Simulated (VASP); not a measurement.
A run of VASP 6.6.1 is set up as follows.

The input INCAR:

```
PREC = Accurate ; ENCUT = 700
EDIFF = 1E-6 ; ISMEAR = 0
SIGMA = 0.05 ; LREAL = F
LASPH = T ; NELM = 200
ALGO = Normal ; ISIF = 2
LWAVE = F ; LCHARG = F
ISPIN = 2 ; MAGMOM = 2 2 2 0 0 0
LORBIT = 11 ; LMAXMIX = 4
LDAU = T ; LDAUTYPE = 2
LDAUL = 2 -1 ; LDAUU = 4 0
LDAUJ = 0 0 ; LDAUPRINT = 1
GGA = CA ; NBANDS = 40
GGA_COMPAT = F
```

File KPOINTS:

```
regular mesh
0
Gamma
  4 4 7
```

File POSCAR:

```
TaN
1.0
    5.1850002000      0.0000000000      0.0000000000
   -2.5925001000      4.4903418900      0.0000000000
    0.0000000000      0.0000000000      2.9080005300
Ta N
3 3
Direct
    0.0000000000      0.0000000000      0.0000000000
    0.3333333333      0.6666666667      0.5000000000
    0.6666666667      0.3333333333      0.5000000000
    0.5000000000      0.0000000000      0.0000000000
    0.5000000000      0.5000000000      0.0000000000
    0.0000000000      0.5000000000      0.0000000000
```

Potentials or basis: VASP PAW LDA potentials, release 64 (Ta_sv_GW, N).

Run with:

```console
$ cat potpaw_LDA.64/Ta_sv_GW/POTCAR potpaw_LDA.64/N/POTCAR > POTCAR
$ mpirun -np 1 vasp_std > vasp.out
```

Problem. Estimate the band gap on the k mesh.

Solution. Zero (filled and empty bands overlap).

Problem. What does it give for the pressure?

Solution. 8.6 GPa.

Problem. Predict the net moment.

Solution. 0.00 μB per cell.

Eigenvalues of the final occupation matrices:
| site | spin | trace | eigenvalues |
| --- | --- | --- | --- |
| site 1 d | 1 | 1.05 | 0.15 0.15 0.24 0.24 0.26 |
| site 1 d | 2 | 1.05 | 0.15 0.15 0.24 0.24 0.26 |
| site 2 d | 1 | 1.14 | 0.21 0.21 0.23 0.23 0.26 |
| site 2 d | 2 | 1.14 | 0.21 0.21 0.23 0.23 0.26 |
| site 3 d | 1 | 1.14 | 0.21 0.21 0.23 0.23 0.26 |
| site 3 d | 2 | 1.14 | 0.21 0.21 0.23 0.23 0.26 |

Caveat: the cell stands under pressure; spin-orbit coupling is left out, which moves the levels of the heavy elements.
